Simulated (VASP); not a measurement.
# ZrB2 (P6/mmm) in VASP: vibrations by perturbation theory with PBEsol

Aim: the vibrations by perturbation theory of ZrB2 with PBEsol.

Program: VASP 6.6.1. These are calculated values, not measurements. Logs are shortened: lines on timing, memory, paths and dates and some standing lists are left out, and cuts for length are marked.

### 1 The cell of the first run

The structure is hexagonal, space group P6/mmm (No. 191). Conventional cell: a = 3.155 Å, b = 3.155 Å, c = 3.507 Å, α = 90.00°, β = 90.00°, γ = 120.00°. Within 3.3 Å of Zr (site symmetry 6/mmm) lie 12 B at 2.53 Å and 6 Zr at 3.16 Å. Within 2.4 Å of B (site symmetry -6m2) lie 3 B at 1.82 Å.

### 2 Vibrations by perturbation theory, PBEsol

Input file INCAR:

```
PREC     = Accurate       # precision mode
ENCUT    = 520            # plane-wave cutoff, eV
EDIFF    = 1E-8           # SCF threshold, eV
ISMEAR   = -1             # smearing method
SIGMA    = 0.15           # smearing width, eV
LREAL    = F              # projectors in reciprocal space
LASPH    = T              # aspherical terms in the spheres
NELM     = 100            # most SCF steps
ALGO     = Normal         # electronic algorithm
ISIF     = 2              # what is computed and relaxed
LWAVE    = F              # write WAVECAR
LCHARG   = F              # write CHGCAR
GGA      = PS             # functional
NBANDS   = 16             # bands
IBRION   = 8              # ionic algorithm
NSW      = 1              # ionic steps
```

Input file KPOINTS:

```
Automatic mesh
0
Gamma
  12 12 12
```

Input file POSCAR:

```
ZrB2
1.0
    3.1551034622      0.0000000000      0.0000000000
   -1.5775517311      2.7323997498      0.0000000000
    0.0000000000      0.0000000000      3.5072174847
Zr B
1 2
Direct
    0.0000000000      0.0000000000      0.0000000000
    0.3333333333      0.6666666667      0.5000000000
    0.6666666667      0.3333333333      0.5000000000
```

Potentials or basis: VASP PAW PBE potentials, release 64 (Zr_sv, B).

Run with:

```console
$ cat potpaw_PBE.64/Zr_sv/POTCAR potpaw_PBE.64/B/POTCAR > POTCAR
$ mpirun -np 1 vasp_std > vasp.out
```

OUTCAR:

```text
PREC = Accurate
   ENCUT = 520
   EDIFF = 1E-8
   ISMEAR = -1
   LREAL = F
   LASPH = T
   NELM = 100
   ISIF = 2
   GGA = PS
   IBRION = 8
   NSW = 1

 ion  position               nearest neighbor table
   1  0.000  0.000  0.000-   2 2.53   3 2.53   2 2.53   3 2.53   2 2.53   2 2.53   3 2.53   3 2.53
                             3 2.53   3 2.53   2 2.53   2 2.53
   2  0.333  0.667  0.500-   3 1.82   3 1.82   3 1.82   1 2.53   1 2.53   1 2.53   1 2.53   1 2.53
                             1 2.53
   3  0.667  0.333  0.500-   2 1.82   2 1.82   2 1.82   1 2.53   1 2.53   1 2.53   1 2.53   1 2.53
                             1 2.53

  LATTYP: Found a hexagonal cell.
 ALAT       =     3.1551034622
 C/A-ratio  =     1.1116014187

  Lattice vectors:

 A1 = (   3.1551034622,   0.0000000000,   0.0000000000)
 A2 = (  -1.5775517311,   2.7323997498,   0.0000000000)
 A3 = (   0.0000000000,   0.0000000000,   3.5072174847)

Analysis of symmetry for initial positions (statically):
=====================================================================
 Subroutine PRICEL returns:
 Original cell was already a primitive cell.

 Routine SETGRP: Setting up the symmetry group for a
 hexagonal supercell.

 Subroutine GETGRP returns: Found 24 space group operations
 (whereof 24 operations were pure point group operations)
 out of a pool of 24 trial point group operations.

The static configuration has the point symmetry D_6h.

Analysis of symmetry for dynamics (positions and initial velocities):
=====================================================================
 Subroutine PRICEL returns:
 Original cell was already a primitive cell.

 Routine SETGRP: Setting up the symmetry group for a
 hexagonal supercell.

 Subroutine GETGRP returns: Found 24 space group operations
 (whereof 24 operations were pure point group operations)
 out of a pool of 24 trial point group operations.

The dynamic configuration has the point symmetry D_6h.

 Subroutine INISYM returns: Found 24 space group operations
 (whereof 24 operations are pure point group operations),
 and found     1 'primitive' translations

----------------------------------------------------------------------------------------

                                     Primitive cell

  volume of cell :      30.2357

  direct lattice vectors                    reciprocal lattice vectors
     3.155103462  0.000000000  0.000000000     0.316946817  0.182989330  0.000000000
    -1.577551731  2.732399750  0.000000000     0.000000000  0.365978660  0.000000000
     0.000000000  0.000000000  3.507217485     0.000000000  0.000000000  0.285126316

  length of vectors
     3.155103462  3.155103462  3.507217485     0.365978660  0.365978660  0.285126316

  position of ions in fractional coordinates (direct lattice)
     0.000000000  0.000000000  0.000000000
     0.333333333  0.666666667  0.500000000
     0.666666667  0.333333333  0.500000000

  ion indices of the primitive-cell ions
   primitive index   ion index
                 1           1
                 2           2
                 3           3

----------------------------------------------------------------------------------------

 KPOINTS: Automatic mesh

Automatic generation of k-mesh.
[... 100 lines left out ...]
 maximum number of plane-waves:       832
 NGX is ok and might be reduce to    24
   NGX = 11   NGY = 11   NGZ = 13

--------------------------------------- Ionic step        1  -------------------------------------------

 number of electron      18.0000000 magnetization

 Free energy of the ion-electron system (eV)
  ---------------------------------------------------
  ext. energy  EPLUGINS =         0.00000000
  ---------------------------------------------------
  free energy    TOTEN  =       -26.41370914 eV

  energy without entropy =      -26.39477104  energy(sigma->0) =      -26.40424009

 E-fermi :  10.6066     XC(G=0): -12.6167

 val. band max:       10.5211441041   @ k =   0.0833   0.0833   0.3333
 cond. band min:      10.7073968655   @ k =   0.0000   0.0000   0.2500
 fundamental gap:      0.1862527614
 Fermi energy:        10.6066058028

 k-point     1 :       0.0000    0.0000    0.0000
  band No.  band energies     occupation
      1     -37.8327      2.00000
      2     -16.0675      2.00000
      3     -15.4832      2.00000
      4     -15.4832      2.00000
      5      -2.1574      2.00000
      6       7.9404      2.00000
[... 433 lines left out ...]
      3     -15.9515      2.00000
      4     -15.6523      2.00000
      5      -0.1114      2.00000
      6       4.1619      2.00000
[... 8 lines left out ...]
     15      18.6745      0.00000
     16      21.1876      0.00000

 [... further k-points ...]

------------------------ aborting loop because EDIFF is reached ----------------------------------------

  FORCE on cell =-STRESS in cart. coord.  units (eV):
  Direction    XX          YY          ZZ          XY          YZ          ZX
  --------------------------------------------------------------------------------------
  -------------------------------------------------------------------------------------
  Total        0.0581037      0.0581037      0.0519838      0.0000000     -0.0000000      0.0000000
  in kB        3.0788884      3.0788884      2.7545974      0.0000000     -0.0000000      0.0000000
  external PRESSURE =       2.9707914 kB  Pullay stress =       0.0000000 kB

 VOLUME and BASIS-vectors are now :
 -----------------------------------------------------------------------------
  energy-cutoff  :      520.00
  volume of cell :       30.24
      direct lattice vectors                 reciprocal lattice vectors
     3.155103462  0.000000000  0.000000000     0.316946817  0.182989330  0.000000000
    -1.577551731  2.732399750  0.000000000     0.000000000  0.365978660  0.000000000
     0.000000000  0.000000000  3.507217485     0.000000000  0.000000000  0.285126316

 POSITION                                       TOTAL-FORCE (eV/Angst)
 -----------------------------------------------------------------------------------
      0.00000      0.00000      0.00000        -0.000000      0.000000      0.000000
     -0.00000      1.82160      1.75361        -0.000000      0.000000      0.000000
      1.57755      0.91080      1.75361         0.000000     -0.000000      0.000000
 -----------------------------------------------------------------------------------
    total drift:                               -0.000000      0.000000      0.000000

  FREE ENERGIE OF THE ION-ELECTRON SYSTEM (eV)
  ---------------------------------------------------
  free  energy   TOTEN  =       -26.4137091432 eV

  energy  without entropy=      -26.3947710375  energy(sigma->0) =      -26.40424009

[... ionic steps 2 to 3 ...]

--------------------------------------- Ionic step        4  -------------------------------------------

------------------------ aborting loop because EDIFF is reached ----------------------------------------
[... 11 lines left out ...]
[... ionic steps 8 to 8 ...]

--------------------------------------- Ionic step        9  -------------------------------------------

 Free energy of the ion-electron system (eV)
  ---------------------------------------------------
  ---------------------------------------------------
  free energy    TOTEN  =        -0.04482270 eV

  energy without entropy =       -0.04482270

------------------------ aborting loop because EDIFF is reached ----------------------------------------

 INTERNAL STRAIN TENSOR  FOR ION    2  DIRECTION 3   (eV/Angst):
 -----------------------------------------------------------------------------
    -0.00331  0.00000  0.00000
     0.00000 -0.00331  0.00000
     0.00000 -0.00000  0.00260

 INTERNAL STRAIN TENSOR FOR ION    3 for displacements in x,y,z  (eV/Angst):
          X           Y           Z          XY          YZ          ZX
  --------------------------------------------------------------------------------
  x     0.00000    -0.00000     0.00000    -1.72435     0.00000     0.00000
  y    -1.72435     1.72435     0.00000     0.00000     0.00000     0.00000
  z     0.00000     0.00000     0.00000     0.00000     0.00000     0.00000

 SECOND DERIVATIVES (NOT SYMMETRIZED)
 ------------------------------------
               1X          1Y          1Z          2X          2Y          2Z          3X          3Y          3Z
  1X   -13.710827    0.000000    0.000000    6.855414    0.000000    0.000000    6.855414    0.000000    0.000000
  1Y     0.000000  -13.710827    0.000000    0.000000    6.855414    0.000000    0.000000    6.855414    0.000000
  1Z    -0.000000    0.000000  -15.009422    0.000000    0.000000    7.504711    0.000000    0.000000    7.504711
  2X     6.849034   -0.000000    0.000000  -15.832589    0.000000    0.000000    8.983555    0.000000    0.000000
  2Y     0.000000    6.849034    0.000000   -0.000000  -15.832589    0.000000    0.000000    8.983555    0.000000
  2Z    -0.000000    0.000000    7.490571    0.000000   -0.000000  -10.061884   -0.000000    0.000000    2.571313
  3X     6.849034   -0.000000    0.000000    8.983555    0.000000    0.000000  -15.832589    0.000000    0.000000
  3Y     0.000000    6.849034    0.000000    0.000000    8.983555    0.000000   -0.000000  -15.832589    0.000000
  3Z    -0.000000    0.000000    7.490571   -0.000000    0.000000    2.571313    0.000000   -0.000000  -10.061884

 Eigenvectors and eigenvalues of the dynamical matrix
 ----------------------------------------------------

   1 f  =   23.685630 THz   148.821204 2PiTHz  790.067582 cm-1    97.955852 meV
             X         Y         Z           dx          dy          dz
      0.000000  0.000000  0.000000    -0.000000    0.000000    0.000000
     -0.000000  1.821600  1.753609    -0.707107   -0.000004   -0.000000
      1.577552  0.910800  1.753609     0.707107    0.000004    0.000000
[... 43 lines left out ...]
   9 f/i=    0.005375 THz     0.033774 2PiTHz    0.179302 cm-1     0.022231 meV
             X         Y         Z           dx          dy          dz
      0.000000  0.000000  0.000000    -0.000000    0.000000    0.898945
     -0.000000  1.821600  1.753609    -0.000000    0.000000    0.309757
      1.577552  0.910800  1.753609    -0.000000    0.000000    0.309757

--------------------------------------------------------------------------------------------------------

 ELASTIC MODULI CONTR FROM IONIC RELAXATION (kBar)
 Direction    XX          YY          ZZ          XY          YZ          ZX
 --------------------------------------------------------------------------------
 XX         -12.6980     12.6980      0.0000      0.0000      0.0000      0.0000
 YY          12.6980    -12.6980      0.0000     -0.0000      0.0000      0.0000
 ZZ           0.0000      0.0000      0.0000      0.0000      0.0000      0.0000
 XY           0.0000     -0.0000      0.0000    -12.6980      0.0000      0.0000
 YZ           0.0000      0.0000      0.0000      0.0000      0.0000      0.0000
 ZX           0.0000      0.0000      0.0000      0.0000      0.0000      0.0000
 --------------------------------------------------------------------------------
```

It took 8.7 min on 1 thread of Intel Xeon Platinum 8559C (Emerald Rapids), shared host; peak memory 0.58 GiB.

Results:

```yaml
Highest_phonon_frequency_at_Γ: 790 cm⁻¹
```

Phonon frequencies in cm⁻¹ (negative: imaginary):
```tsv
q point	frequencies
(0.000, 0.000, 0.000)	0 0 0 462 462 483 564 790 790
```

Caveat: the PAW data sets were made with another functional, which shifts forces and pressure a little.
